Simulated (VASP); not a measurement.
# Sc3AlP: relaxation of cell and atoms with PBE

Sc3AlP:

```
Sc Al P
1.0
     4.29919    0.00000    0.00000
    -2.14960    3.72321    0.00000
     0.00000    0.00000    5.15990
Sc Al P
3 1 1
Direct
  0.66667 0.33333 0.24892
  0.66667 0.33333 0.75108
  0.00000 0.00000 0.00000
  0.33333 0.66667 0.00000
  0.00000 0.00000 0.50000
```

The cell was generated, and may not be a known phase.

```json
{"Program": "VASP 6.6.1", "Task": "relaxation of cell and atoms", "Functional": "PBE", "Potentials or basis": "VASP PAW PBE potentials, release 64 (Sc_sv, Al, P)", "Cutoff": "600 eV", "k mesh": "6 × 6 × 4", "Occupations": "gaussian, width 0.1 eV", "Spin": "no spin polarisation", "Dipole correction": "no", "Further INCAR settings": "ALGO = Normal; EDIFF = 1e-06; IBRION = 2; EDIFFG = -0.04; NSW = 90; ISIF = 3"}
```

```
Relaxed volume                        : 21.89 Å³/atom
Relaxed cell                          : a = 4.529 Å, b = 4.529 Å, c = 6.161 Å, α = 90.00°, β = 90.00°, γ = 120.00°
Space group after relaxing (to 0.1 Å) : P-6m2 (No. 187)
Energy gained by relaxing             : 528.3 meV/atom
Ionic steps                           : 8
Pressure after relaxing               : -0.1 GPa
Largest force after relaxing          : 0.020 eV/Å
Band gap on the k mesh                : zero (an odd number of electrons rules out a gap without spin polarisation)
```

Forces in eV/Å, atoms in the order of the input:
```
Sc   0.000  0.000 -0.020
Sc   0.000  0.000  0.020
Sc   0.000  0.000  0.000
Al   0.000  0.000  0.000
P    0.000  0.000  0.000
```

Stress tensor (GPa, compression positive):
```
-0.12  0.00  0.00
 0.00 -0.12  0.00
 0.00  0.00  0.08
```

Step by step:
```csv
step,energy change (eV),largest force (eV/Å),pressure (GPa),volume (Å³)
1,0.0000,2.6183,32.64,82.59
2,-1.8353,1.0526,-8.19,129.63
3,-2.4539,0.3630,-0.31,109.80
4,-2.5996,0.0582,-0.56,110.35
5,-2.6268,0.3266,-0.58,110.60
6,-2.6380,0.1871,0.10,109.30
7,-2.6395,0.1172,0.46,108.65
8,-2.6417,0.0203,-0.05,109.43
```

Final structure:
```xyz
5
Lattice="4.5288 0.0000 0.0000 -2.2644 3.9221 0.0000 0.0000 0.0000 6.1607" Properties=species:S:1:pos:R:3 pbc="T T T"
Sc    2.2644    1.3074    1.6473
Sc    2.2644    1.3074    4.5134
Sc    4.5288    0.0000    0.0000
Al    0.0000    2.6147    0.0000
P     0.0000    0.0000    3.0803
```

Levels at points of the mesh, in eV from the Fermi level:
```tsv
k point	band 17	band 18	band 19	band 20	band 21	band 22	band 23	band 24
(0.00, 0.00, 0.00)	-2.46	-1.05	-1.05	-0.68	-0.18	-0.18	0.38	0.38
(0.50, 0.00, 0.00)	-2.24	-1.94	-1.57	-1.03	-0.72	0.40	0.51	0.81
(0.00, 0.00, 0.50)	-2.26	-1.62	-1.62	-0.96	0.25	0.25	0.56	0.63
(0.50, 0.00, 0.50)	-2.28	-2.24	-0.66	-0.60	0.04	0.37	0.46	0.66
```

It took 9.2 min on 1 thread of Intel Xeon 8259CL (shared host), peak memory 0.26 GiB.

Caveat: the volume moved by over 15 % at a fixed basis, so the end points are rough.
